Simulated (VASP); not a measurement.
# Te2Mo (P6_3/mmc) in VASP: notebook, part 2 of 2

VASP 6.6.1. The steps go on from the part before.

## Step 5: Single point, r2SCAN

File POSCAR:

```
Te2Mo
1.0
    3.5635452172      0.0000000000      0.0000000000
   -1.7817726086      3.0861206856      0.0000000000
    0.0000000000      0.0000000000     14.7262210532
Te Mo
4 2
Direct
    0.3333333333      0.6666666667      0.6284839550
    0.6666666667      0.3333333333      0.1284839550
    0.3333333333      0.6666666667      0.8715160450
    0.6666666667      0.3333333333      0.3715160450
    0.3333333333      0.6666666667      0.2500000000
    0.6666666667      0.3333333333      0.7500000000
```

File INCAR.step1:

```
  PREC = Accurate
  ENCUT = 520
  ISMEAR = 0
  SIGMA = 0.02
  LREAL = F
  LASPH = T
  NELM = 100
  NBANDS = 35
  GGA = PE
  ALGO = Normal
  EDIFF = 1E-4
  LWAVE = T
  LCHARG = F
```

File INCAR.step2:

```
  PREC = Accurate
  ENCUT = 520
  EDIFF = 1E-6
  ISMEAR = 0
  SIGMA = 0.02
  LREAL = F
  LASPH = T
  NELM = 100
  ALGO = Normal
  ISIF = 2
  LWAVE = F
  LCHARG = F
  METAGGA = R2SCAN
  LMIXTAU = T
  NBANDS = 35
  ISTART = 1
```

File KPOINTS:

```
Automatic mesh
0
Gamma
  12 12 2
```

Command:

```bash
> cat potpaw_PBE.64/Te/POTCAR potpaw_PBE.64/Mo_sv/POTCAR > POTCAR
> cp INCAR.step1 INCAR
> mpirun -np 1 vasp_std > vasp.out
> cp INCAR.step2 INCAR
> mpirun -np 1 vasp_std > vasp.out
```

Wall time 11 min (1 thread of Intel Xeon Platinum 8259CL at 2.50GHz (Skylake/Cascade Lake), shared host); peak memory 0.43 GiB.

Results (log left out):

* Free energy: -155.6664 eV
* Pressure: 0.1 GPa
* Largest force: 0.027 eV/Å
* Band gap on the k mesh: 1.05 eV (least direct gap 1.06 eV)

Forces in eV/Å, atoms in the order of the input:
```
Te   0.000  0.000 -0.027
Te   0.000  0.000 -0.027
Te   0.000  0.000  0.027
Te   0.000  0.000  0.027
Mo   0.000  0.000  0.000
Mo   0.000  0.000  0.000
```

Stress tensor (GPa, compression positive):
```
0.09 0.00 0.00
0.00 0.09 0.00
0.00 0.00 0.19
```

Levels at points of the mesh, in eV from the valence-band top:
```tsv
k point	band 23	band 24	band 25	band 26	band 27	band 28	band 29	band 30
(0.00, 0.00, 0.00)	-1.08	-0.79	-0.71	0.00	3.05	3.05	3.11	3.11
(0.50, 0.00, 0.00)	-0.85	-0.83	-0.62	-0.48	1.38	1.41	1.67	1.87
(0.00, 0.00, 0.50)	-1.09	-1.09	-0.15	-0.15	3.08	3.08	3.08	3.08
(0.50, 0.00, 0.50)	-0.84	-0.84	-0.55	-0.55	1.39	1.39	1.78	1.78
```

Caveat: the PAW data sets were made with another functional, which shifts forces and pressure a little; spin-orbit coupling is left out, which moves the levels of the heavy elements.

## Step 6: Single point, r2SCAN

POSCAR is that of step 5.

File INCAR.step1:

```
SYSTEM = Te2Mo
PREC = Accurate
ENCUT = 520
ISMEAR = 0
SIGMA = 0.02
LREAL = .FALSE.
LASPH = .TRUE.
NELM = 60
NBANDS = 35
GGA = PE
ALGO = Normal
EDIFF = 1E-4
LWAVE = .TRUE.
LCHARG = .FALSE.
```

File INCAR.step2:

```
SYSTEM = Te2Mo
PREC = Accurate
ENCUT = 520
EDIFF = 1E-6
ISMEAR = 0
SIGMA = 0.02
LREAL = .FALSE.
LASPH = .TRUE.
NELM = 60
ALGO = Normal
ISIF = 2
LWAVE = .FALSE.
LCHARG = .FALSE.
METAGGA = R2SCAN
LMIXTAU = .TRUE.
NBANDS = 35
ISTART = 1
```

File KPOINTS:

```
Automatic mesh
0
G
  12 12 2
  0 0 0
```

Potentials or basis: VASP PAW PBE potentials, release 64 (Te, Mo_sv).

Command:

```bash
> cat potpaw_PBE.64/Te/POTCAR potpaw_PBE.64/Mo_sv/POTCAR > POTCAR
> cp INCAR.step1 INCAR
> mpirun -np 1 vasp_std > vasp.out
> cp INCAR.step2 INCAR
> mpirun -np 1 vasp_std > vasp.out
```

OUTCAR:

```text
SYSTEM = Te2Mo
   PREC = Accurate
   ENCUT = 520
   EDIFF = 1E-6
   ISMEAR = 0
   LREAL = .FALSE.
   LASPH = .TRUE.
   NELM = 60
   ISIF = 2
   METAGGA = R2SCAN
   ISTART = 1

 ion  position               nearest neighbor table
   1  0.333  0.667  0.628-   6 2.73   6 2.73   6 2.73   3 3.58
   2  0.667  0.333  0.128-   5 2.73   5 2.73   5 2.73   4 3.58
   3  0.333  0.667  0.872-   6 2.73   6 2.73   6 2.73   1 3.58
   4  0.667  0.333  0.372-   5 2.73   5 2.73   5 2.73   2 3.58
   5  0.333  0.667  0.250-   2 2.73   4 2.73   2 2.73   4 2.73   2 2.73   4 2.73
   6  0.667  0.333  0.750-   1 2.73   3 2.73   1 2.73   3 2.73   1 2.73   3 2.73

  LATTYP: Found a hexagonal cell.
 ALAT       =     3.5635452172
 C/A-ratio  =     4.1324636438

  Lattice vectors:

 A1 = (   3.5635452172,   0.0000000000,   0.0000000000)
 A2 = (  -1.7817726086,   3.0861206856,   0.0000000000)
 A3 = (   0.0000000000,   0.0000000000,  14.7262210532)

Analysis of symmetry for initial positions (statically):
=====================================================================
 Subroutine PRICEL returns:
 Original cell was already a primitive cell.

 Routine SETGRP: Setting up the symmetry group for a
 hexagonal supercell.

 Subroutine GETGRP returns: Found 24 space group operations
 (whereof 12 operations were pure point group operations)
 out of a pool of 24 trial point group operations.

The static configuration has the point symmetry D_3d.
 The point group associated with its full space group is D_6h.

Analysis of symmetry for dynamics (positions and initial velocities):
=====================================================================
 Subroutine PRICEL returns:
 Original cell was already a primitive cell.

 Routine SETGRP: Setting up the symmetry group for a
 hexagonal supercell.

[... 131 lines left out ...]
   IMIX   =      4    mixing-type and parameters
     AMIX     =   0.40;   BMIX     =  1.00
     AMIX_MAG =   1.60;   BMIX_MAG =  1.00
  volume/ion in A,a.u.               =      26.99       182.15
  Fermi-wavevector in a.u.,A,eV,Ry     =   1.121021  2.118423 17.098282  1.256688
  Thomas-Fermi vector in A             =   2.257672
   LORBIT       =      0    0 simple, 1 ext, 2 COOP (PROOUT), +10 PAW based schemes
   METAGGA = R2SCAN    functional components
   LHFCALC =     F    Hartree Fock is set to
   AEXX    =    0.0000 exact exchange contribution
   IVDW    =     0    specifies the selected vdW correction
   LEPSILON=     F    determine dielectric tensor
   LRPA    =     F    only Hartree local field effects (RPA)
 non-spin polarized calculation
 Gauss-broadening in eV      SIGMA  =   0.02
  energy-cutoff  :      520.00
  volume of cell :      161.95
 maximum number of plane-waves:      4410
 NGX is ok and might be reduce to    28
   NGX = 13   NGY = 13   NGZ = 55

 number of electron      52.0000002 magnetization

 Free energy of the ion-electron system (eV)
  ---------------------------------------------------
  ext. energy  EPLUGINS =         0.00000000
  ---------------------------------------------------
  free energy    TOTEN  =      -155.66636712 eV

  energy without entropy =     -155.66636712  energy(sigma->0) =     -155.66636712

 E-fermi :   7.0672     XC(G=0): -10.5231

 val. band max:        6.9702106749   @ k =   0.0000   0.0000   0.0000
 cond. band min:       8.0193776006   @ k =   0.3333   0.3333   0.0000
 fundamental gap:      1.0491669258
 Fermi energy:         7.0672180285

 k-point     1 :       0.0000    0.0000    0.0000
  band No.  band energies     occupation
      1     -55.7356      2.00000
      2     -55.7356      2.00000
      3     -29.1538      2.00000
      4     -29.1538      2.00000
      5     -29.0666      2.00000
      6     -29.0666      2.00000
[... 901 lines left out ...]
     34      10.6653      0.00000
     35      12.7198      0.00000

 [... further k-points ...]

------------------------ aborting loop because EDIFF is reached ----------------------------------------

  FORCE on cell =-STRESS in cart. coord.  units (eV):
  Direction    XX          YY          ZZ          XY          YZ          ZX
  --------------------------------------------------------------------------------------
  -------------------------------------------------------------------------------------
  Total        0.0861836      0.0861836      0.1914139      0.0000000      0.0000000      0.0000000
  in kB        0.8526062      0.8526062      1.8936403      0.0000000      0.0000000      0.0000000
  external PRESSURE =       1.1996176 kB  Pullay stress =       0.0000000 kB

 VOLUME and BASIS-vectors are now :
 -----------------------------------------------------------------------------
  energy-cutoff  :      520.00
  volume of cell :      161.95
      direct lattice vectors                 reciprocal lattice vectors
     3.563545217  0.000000000  0.000000000     0.280619422  0.162015699  0.000000000
    -1.781772609  3.086120686  0.000000000     0.000000000  0.324031398  0.000000000
     0.000000000  0.000000000 14.726221053     0.000000000  0.000000000  0.067906084

 POSITION                                       TOTAL-FORCE (eV/Angst)
 -----------------------------------------------------------------------------------
     -0.00000      2.05741      9.25519         0.000000      0.000000     -0.026863
      1.78177      1.02871      1.89208         0.000000      0.000000     -0.026863
     -0.00000      2.05741     12.83414         0.000000      0.000000      0.026863
      1.78177      1.02871      5.47103         0.000000      0.000000      0.026863
     -0.00000      2.05741      3.68156        -0.000000      0.000000      0.000000
      1.78177      1.02871     11.04467        -0.000000     -0.000000      0.000000
 -----------------------------------------------------------------------------------
    total drift:                               -0.000000      0.000000     -0.000000

  FREE ENERGIE OF THE ION-ELECTRON SYSTEM (eV)
  ---------------------------------------------------
  free  energy   TOTEN  =      -155.6663671168 eV

  energy  without entropy=     -155.6663671168  energy(sigma->0) =     -155.66636712
```

OSZICAR.step1:

```text
N       E                     dE             d eps       ncg     rms          rms(c)
DAV:   1     0.391672329190E+03    0.39167E+03   -0.26853E+04  3068   0.132E+03
DAV:   2    -0.153939833938E+02   -0.40707E+03   -0.39376E+03  3280   0.312E+02
DAV:   3    -0.368160492728E+02   -0.21422E+02   -0.21010E+02  3252   0.621E+01
DAV:   4    -0.373497156820E+02   -0.53367E+00   -0.53085E+00  3181   0.965E+00
DAV:   5    -0.373644612567E+02   -0.14746E-01   -0.14737E-01  3352   0.163E+00    0.208E+01
DAV:   6    -0.366249446075E+02    0.73952E+00   -0.62485E+00  2887   0.137E+01    0.881E+00
DAV:   7    -0.364932746456E+02    0.13167E+00   -0.51295E+00  2792   0.112E+01    0.618E+00
DAV:   8    -0.360668100375E+02    0.42646E+00   -0.90093E-01  2834   0.529E+00    0.246E+00
DAV:   9    -0.360690743394E+02   -0.22643E-02   -0.22201E-01  3092   0.215E+00    0.102E+00
DAV:  10    -0.360618142284E+02    0.72601E-02   -0.32445E-02  2864   0.106E+00    0.353E-01
DAV:  11    -0.360621919194E+02   -0.37769E-03   -0.19106E-03  3011   0.201E-01    0.186E-01
DAV:  12    -0.360622036509E+02   -0.11731E-04   -0.87997E-05  1754   0.450E-02
   1 F= -.36062204E+02 E0= -.36062204E+02  d E =-.261241E-16
```

Wall time 11 min (1 thread of Intel Xeon Platinum 8259CL at 2.50GHz (Skylake/Cascade Lake), shared host); peak memory 0.43 GiB.

What came out:

| Quantity | Value |
| --- | --- |
| Free energy | -155.6664 eV |
| Pressure | 0.1 GPa |
| Largest force | 0.027 eV/Å |
| Band gap on the k mesh | 1.05 eV (least direct gap 1.06 eV) |

Forces in eV/Å, atoms in the order of the input:
```
Te   0.000  0.000 -0.027
Te   0.000  0.000 -0.027
Te   0.000  0.000  0.027
Te   0.000  0.000  0.027
Mo   0.000  0.000  0.000
Mo   0.000  0.000  0.000
```

Stress tensor (GPa, compression positive):
```
0.09 0.00 0.00
0.00 0.09 0.00
0.00 0.00 0.19
```

Levels at points of the mesh, in eV from the valence-band top:
```csv
k point,band 23,band 24,band 25,band 26,band 27,band 28,band 29,band 30
"(0.00, 0.00, 0.00)",-1.08,-0.79,-0.71,0.00,3.05,3.05,3.11,3.11
"(0.50, 0.00, 0.00)",-0.85,-0.83,-0.62,-0.48,1.38,1.41,1.67,1.87
"(0.00, 0.00, 0.50)",-1.09,-1.09,-0.15,-0.15,3.08,3.08,3.08,3.08
"(0.50, 0.00, 0.50)",-0.84,-0.84,-0.55,-0.55,1.39,1.39,1.78,1.78
```

Caveat: the PAW data sets were made with another functional, which shifts forces and pressure a little; spin-orbit coupling is left out, which moves the levels of the heavy elements.

## Step 7: Summary

| cell | k mesh | smearing | gap on the mesh (eV) | pressure (GPa) | largest force (eV/Å) |
| --- | --- | --- | --- | --- | --- |
| a = 3.564, b = 3.564, c = 14.726 Å, angles 90.0, 90.0, 120.0°, 6 atoms, atomic positions A | 12 × 12 × 2 | gaussian 0.05 eV | 1.05 | 0.1 | 0.03 |
| a = 3.574, b = 3.574, c = 15.522 Å, angles 90.0, 90.0, 120.0°, 6 atoms, atomic positions B | 12 × 12 × 2 | gaussian 0.02 eV | 1.06 | -0.4 | 0.03 |
| a = 3.564, b = 3.564, c = 14.726 Å, angles 90.0, 90.0, 60.0°, 6 atoms, atomic positions A | 9 × 9 × 2 | gaussian 0.05 eV | 1.05 | 0.1 | 0.03 |
| a = 3.564, b = 3.564, c = 14.726 Å, angles 90.0, 90.0, 120.0°, 6 atoms, atomic positions A | 12 × 12 × 2 | gaussian 0.02 eV | 1.05 | 0.1 | 0.03 |

Alike in all rows: task single point; level r2SCAN; potentials or basis VASP PAW PBE potentials, release 64 (Te, Mo_sv); no spin polarisation; cutoff (eV) 520.

Caveats: the PAW data sets were made with another functional, which shifts forces and pressure a little; spin-orbit coupling is left out, which moves the levels of the heavy elements; an odd mesh through Γ misses points on the zone boundary, where band edges can lie (at least some runs).

Total energies depend on the potentials used, so only differences within one code and one set of settings carry meaning.

## Step 8: Comparison with measurements

Step 2. A measured gap of Te2Mo is 0.88 eV (indirect; 300 K; quoted in “Broadband infrared study of pressure-tunable Fano resonance and metallization transition in 2H-MoTe2”, 2022, pmc:9569381); the calculated 1.05 eV misses it by +0.17 eV. Spin-orbit coupling on Mo, Te is left out. The value is that of r2SCAN on a finite k mesh, which can miss the band edges, without temperature or zero-point motion.

Step 4. A measured gap of Te2Mo is 0.88 eV (indirect; 300 K; quoted in “Broadband infrared study of pressure-tunable Fano resonance and metallization transition in 2H-MoTe2”, 2022, pmc:9569381); the calculated 1.05 eV misses it by +0.17 eV. Spin-orbit coupling on Mo, Te is left out. The value is that of r2SCAN on a finite k mesh, which can miss the band edges, without temperature or zero-point motion.

Step 5. Against the measured gap of Te2Mo, 0.88 eV (indirect; 300 K; quoted in “Broadband infrared study of pressure-tunable Fano resonance and metallization transition in 2H-MoTe2”, 2022, pmc:9569381), the calculated 1.05 eV is off by +0.17 eV. Spin-orbit coupling on Mo, Te is left out. The value is that of r2SCAN on a finite k mesh, which can miss the band edges, without temperature or zero-point motion.

Step 6. Measured gap of Te2Mo: 0.88 eV (indirect; 300 K; quoted in “Broadband infrared study of pressure-tunable Fano resonance and metallization transition in 2H-MoTe2”, 2022, pmc:9569381). This calculation gives 1.05 eV (+0.17 eV). Spin-orbit coupling on Mo, Te is left out. The value is that of r2SCAN on a finite k mesh, which can miss the band edges, without temperature or zero-point motion.
